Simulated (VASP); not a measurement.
# InP (F-43m) in VASP: notebook

Aim: see how the results for InP move with the level of theory and the settings. Levels: PBE, LDA. Tasks: single point.

All numbers are computed with VASP 6.6.1; they aren't measurements. Logs are shortened: lines on timing, memory, paths and dates and some standing lists are left out, and cuts for length are marked.

### 1 The cell of the first run

The structure is cubic, space group F-43m (No. 216). The conventional cell has a = 5.908 Å, b = 5.908 Å, c = 5.908 Å, α = 90.00°, β = 90.00°, γ = 90.00°. Within 3.4 Å of In (site symmetry -43m) lie 4 P at 2.56 Å. P (site symmetry -43m) has 4 In at 2.56 Å within 3.4 Å.

### 2 Single point, PBE

The input, INCAR:

```
PREC = Accurate
ENCUT = 520
EDIFF = 1E-7
ISMEAR = -1
SIGMA = 0.02
LREAL = False
LASPH = True
NELM = 80
ALGO = Normal
ISIF = 2
LWAVE = False
LCHARG = False
GGA = PE
NBANDS = 16
```

The input, KPOINTS:

```
Automatic mesh
0
Gamma
  8 8 8
```

The input, POSCAR:

```
InP
1.0
    0.0000000000      2.9537876370      2.9537876370
    2.9537876370      0.0000000000      2.9537876370
    2.9537876370      2.9537876370      0.0000000000
In P
1 1
Direct
    0.0000000000      0.0000000000      0.0000000000
    0.2500000000      0.2500000000      0.2500000000
```

Potentials or basis: VASP PAW PBE potentials, release 64 (In_d, P).

Run with:

```console
> cat potpaw_PBE.64/In_d/POTCAR potpaw_PBE.64/P/POTCAR > POTCAR
> mpirun -np 1 vasp_std > vasp.out
```

OUTCAR:

```text
PREC = Accurate
   ENCUT = 520
   EDIFF = 1E-7
   ISMEAR = -1
   LREAL = False
   LASPH = True
   NELM = 80
   ISIF = 2
   GGA = PE

 ion  position               nearest neighbor table
   1  0.000  0.000  0.000-   2 2.56   2 2.56   2 2.56   2 2.56
   2  0.250  0.250  0.250-   1 2.56   1 2.56   1 2.56   1 2.56

  LATTYP: Found a face centered cubic cell.
 ALAT       =     5.9075752740

  Lattice vectors:

 A1 = (   0.0000000000,   2.9537876370,   2.9537876370)
 A2 = (   2.9537876370,   0.0000000000,   2.9537876370)
 A3 = (   2.9537876370,   2.9537876370,   0.0000000000)

Analysis of symmetry for initial positions (statically):
=====================================================================
 Subroutine PRICEL returns:
 Original cell was already a primitive cell.

 Routine SETGRP: Setting up the symmetry group for a
 face centered cubic supercell.

 Subroutine GETGRP returns: Found 24 space group operations
 (whereof 24 operations were pure point group operations)
 out of a pool of 48 trial point group operations.

The static configuration has the point symmetry T_d .

Analysis of symmetry for dynamics (positions and initial velocities):
=====================================================================
 Subroutine PRICEL returns:
 Original cell was already a primitive cell.

 Routine SETGRP: Setting up the symmetry group for a
 face centered cubic supercell.

 Subroutine GETGRP returns: Found 24 space group operations
 (whereof 24 operations were pure point group operations)
 out of a pool of 48 trial point group operations.

The dynamic configuration has the point symmetry T_d .

 Subroutine INISYM returns: Found 24 space group operations
 (whereof 24 operations are pure point group operations),
 and found     1 'primitive' translations

----------------------------------------------------------------------------------------

                                     Primitive cell

  volume of cell :      51.5428

  direct lattice vectors                    reciprocal lattice vectors
     0.000000000  2.953787637  2.953787637    -0.169274187  0.169274187  0.169274187
     2.953787637  0.000000000  2.953787637     0.169274187 -0.169274187  0.169274187
     2.953787637  2.953787637  0.000000000     0.169274187  0.169274187 -0.169274187

  length of vectors
     4.177286537  4.177286537  4.177286537     0.293191492  0.293191492  0.293191492
[... 73 lines left out ...]
   ISTART =      0    job   : 0-new  1-cont  2-samecut
   ICHARG =      2    charge: 1-file 2-atom 10-const
   ISPIN  =      1    spin polarized calculation?
   LNONCOLLINEAR =      F non collinear calculations
   LSORBIT =      F    spin-orbit coupling
   LASPH  =      T    aspherical Exc in radial PAW
   ENCUT  =  520.0 eV  38.22 Ry    6.18 a.u.   7.77  7.77  7.77*2*pi/ulx,y,z
   NELM   =     80;   NELMIN=  2; NELMDL= -5     # of ELM steps
   EDIFF  = 0.1E-06   stopping-criterion for ELM
   LREAL  =      F    real-space projection
   EDIFFG = 0.1E-05   stopping-criterion for IOM
   NSW    =      0    number of steps for IOM
   IBRION =     -1    ionic relax: 0-MD 1-quasi-New 2-CG
   NFREE  =      0    steps in history (QN), initial steepest desc. (CG)
   ISIF   =      2    stress and relaxation
   ISYM   =      2    0-nonsym 1-usesym 2-fastsym
   POTIM  = 0.5000    time-step for ionic-motion
   TEBEG  =    0.0;   TEEND  =   0.0 temperature during run
   PSTRESS=    0.0 pullay stress
   NELECT =      18.0000    total number of electrons
   NUPDOWN=      -1.0000    fix difference up-down
   EMIN   =  10.00;   EMAX   =-10.00  energy-range for DOS
   EFERMI =   0.00;   METHOD = LEGACY
   ISMEAR =    -1;   SIGMA  =   0.02  broadening in eV -4-tet -1-fermi 0-gaus
   EFERMI_NEDOS =   21; number of points for ismear=-14 and -15
   IALGO  =     38    algorithm
   IMIX   =      4    mixing-type and parameters
     AMIX     =   0.40;   BMIX     =  1.00
     AMIX_MAG =   1.60;   BMIX_MAG =  1.00
  volume/ion in A,a.u.               =      25.77       173.91
  Fermi-wavevector in a.u.,A,eV,Ry     =   1.152860  2.178589 18.083301  1.329085
  Thomas-Fermi vector in A             =   2.289508
   LORBIT       =      0    0 simple, 1 ext, 2 COOP (PROOUT), +10 PAW based schemes
   GGA     = PE    functional components
   LHFCALC =     F    Hartree Fock is set to
   AEXX    =    0.0000 exact exchange contribution
   IVDW    =     0    specifies the selected vdW correction
   LEPSILON=     F    determine dielectric tensor
   LRPA    =     F    only Hartree local field effects (RPA)
 non-spin polarized calculation
  energy-cutoff  :      520.00
  volume of cell :       51.54
 maximum number of plane-waves:      1411
   NGX = 15   NGY = 15   NGZ = 15

 number of electron      18.0000009 magnetization

 Free energy of the ion-electron system (eV)
  ---------------------------------------------------
  ext. energy  EPLUGINS =         0.00000000
  ---------------------------------------------------
  free energy    TOTEN  =        -8.39939276 eV

  energy without entropy =       -8.39939276  energy(sigma->0) =       -8.39939276

 E-fermi :   5.2351     XC(G=0):  -9.1776

 val. band max:        4.9329771000   @ k =   0.0000   0.0000   0.0000
 cond. band min:       5.5152874397   @ k =   0.0000   0.0000   0.0000
 fundamental gap:      0.5823103397
 Fermi energy:         5.2350998924

 k-point     1 :       0.0000    0.0000    0.0000
  band No.  band energies     occupation
      1      -9.2081      2.00000
      2      -9.2081      2.00000
      3      -9.2081      2.00000
      4      -9.0676      2.00000
      5      -9.0676      2.00000
      6      -6.4243      2.00000
[... 433 lines left out ...]
      3      -9.1449      2.00000
      4      -9.0723      2.00000
      5      -9.0555      2.00000
      6      -4.4731      2.00000
[... 8 lines left out ...]
     15      15.5775      0.00000
     16      16.1725      0.00000

 [... further k-points ...]
[... 5 lines left out ...]
  --------------------------------------------------------------------------------------
  -------------------------------------------------------------------------------------
  Total        0.5157337      0.5157337      0.5157337      0.0000000      0.0000000      0.0000000
  in kB       16.0312847     16.0312847     16.0312847      0.0000000      0.0000000      0.0000000
  external PRESSURE =      16.0312847 kB  Pullay stress =       0.0000000 kB

 VOLUME and BASIS-vectors are now :
 -----------------------------------------------------------------------------
  energy-cutoff  :      520.00
  volume of cell :       51.54
      direct lattice vectors                 reciprocal lattice vectors
     0.000000000  2.953787637  2.953787637    -0.169274187  0.169274187  0.169274187
     2.953787637  0.000000000  2.953787637     0.169274187 -0.169274187  0.169274187
     2.953787637  2.953787637  0.000000000     0.169274187  0.169274187 -0.169274187

 POSITION                                       TOTAL-FORCE (eV/Angst)
 -----------------------------------------------------------------------------------
      0.00000      0.00000      0.00000         0.000000      0.000000      0.000000
      1.47689      1.47689      1.47689        -0.000000     -0.000000     -0.000000
 -----------------------------------------------------------------------------------
    total drift:                               -0.000000     -0.000000     -0.000000

  FREE ENERGIE OF THE ION-ELECTRON SYSTEM (eV)
  ---------------------------------------------------
  free  energy   TOTEN  =        -8.3993927596 eV

  energy  without entropy=       -8.3993927576  energy(sigma->0) =       -8.39939276
```

Run time: 38 s. Hardware: 1 thread of Intel Xeon 6975P-C, shared host; peak memory 0.18 GiB.

Results:

| Item | Value |
| --- | --- |
| Free energy | -8.3994 eV |
| Pressure | 1.6 GPa |
| Band gap on the k mesh | 0.58 eV, direct |

Levels at points of the mesh, in eV from the valence-band top:
| k point | band 7 | band 8 | band 9 | band 10 | band 11 | band 12 |
| --- | --- | --- | --- | --- | --- | --- |
| (0.00, 0.00, 0.00) | 0.00 | 0.00 | 0.00 | 0.58 | 4.09 | 4.09 |
| (0.50, 0.00, 0.00) | -5.60 | -0.94 | -0.94 | 1.44 | 4.81 | 4.81 |
| (0.50, 0.50, 0.00) | -5.65 | -2.24 | -2.24 | 1.80 | 2.27 | 9.07 |

Caveat: spin-orbit coupling is left out, which moves the levels of the heavy elements. As with any semilocal functional, this PBE gap is likely too small.

### 3 Single point, LDA

The input, INCAR:

```
PREC = Accurate ; ENCUT = 520
EDIFF = 1E-7 ; ISMEAR = 0
SIGMA = 0.01 ; LREAL = False
LASPH = True ; NELM = 100
ALGO = Normal ; ISIF = 2
LWAVE = False ; LCHARG = False
GGA = CA ; NBANDS = 16
```

KPOINTS is that of step 2.

POSCAR is that of step 2.

Potentials or basis: VASP PAW LDA potentials, release 64 (In_d, P).

Run with:

```console
> cat potpaw_LDA.64/In_d/POTCAR potpaw_LDA.64/P/POTCAR > POTCAR
> mpirun -np 1 vasp_std > vasp.out
```

It used 19 s of CPU time on 1 thread of Intel Xeon 6975P-C, on a shared host.

It converged, with:

```yaml
Free_energy: -9.6549 eV
Pressure: -2.7 GPa
Band_gap_on_the_k_mesh: 0.38 eV, direct
```

Levels at points of the mesh, in eV from the valence-band top:
```csv
k point,band 7,band 8,band 9,band 10,band 11,band 12
"(0.00, 0.00, 0.00)",0.00,0.00,0.00,0.38,3.96,3.96
"(0.50, 0.00, 0.00)",-5.71,-0.96,-0.96,1.27,4.70,4.70
"(0.50, 0.50, 0.00)",-5.76,-2.28,-2.28,1.63,2.13,8.85
```

Caveat: spin-orbit coupling is left out, which moves the levels of the heavy elements.
